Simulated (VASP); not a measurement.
# Li3OF: single point with PBE

Crystal: Li3OF.

```
CELL_PARAMETERS angstrom
3.64213 0.00000 0.00000
0.00000 3.64213 0.00000
0.00000 0.00000 3.64213
ATOMIC_POSITIONS crystal
F 0.00000 0.00000 0.00000
O 0.50000 0.50000 0.50000
Li 0.50000 0.50000 0.00000
Li 0.50000 0.00000 0.50000
Li 0.00000 0.50000 0.50000
```

- Program: VASP 6.6.1
- Task: single point
- Functional: PBE
- Potentials or basis: VASP PAW PBE potentials, release 64 (F, O, Li_sv)
- Cutoff: 520 eV
- k mesh: 8 × 8 × 8
- Occupations: gaussian, width 0.01 eV
- Spin: no spin polarisation

```
Band gap on the k mesh : 4.95 eV, indirect (least direct gap 5.62 eV)
```

Levels at points of the mesh, in eV from the valence-band top:
| k point | band 8 | band 9 | band 10 | band 11 | band 12 | band 13 | band 14 | band 15 |
| --- | --- | --- | --- | --- | --- | --- | --- | --- |
| (0.00, 0.00, 0.00) | -2.44 | -0.67 | -0.67 | -0.67 | 4.95 | 11.63 | 11.63 | 12.69 |
| (0.50, 0.00, 0.00) | -2.00 | -0.97 | -0.97 | -0.96 | 7.19 | 8.94 | 10.55 | 12.06 |
| (0.50, 0.50, 0.00) | -1.91 | -0.79 | 0.00 | 0.00 | 5.74 | 9.90 | 9.90 | 10.86 |
| (0.50, 0.50, 0.50) | -2.61 | -0.32 | -0.32 | -0.32 | 7.77 | 7.77 | 7.77 | 13.54 |

Run time: 20 s on 1 thread of AMD EPYC 9R14 (Zen 4) (shared host), peak memory 0.14 GiB.

 Expect the measured gap to be larger: semilocal functionals such as PBE lack the derivative discontinuity.
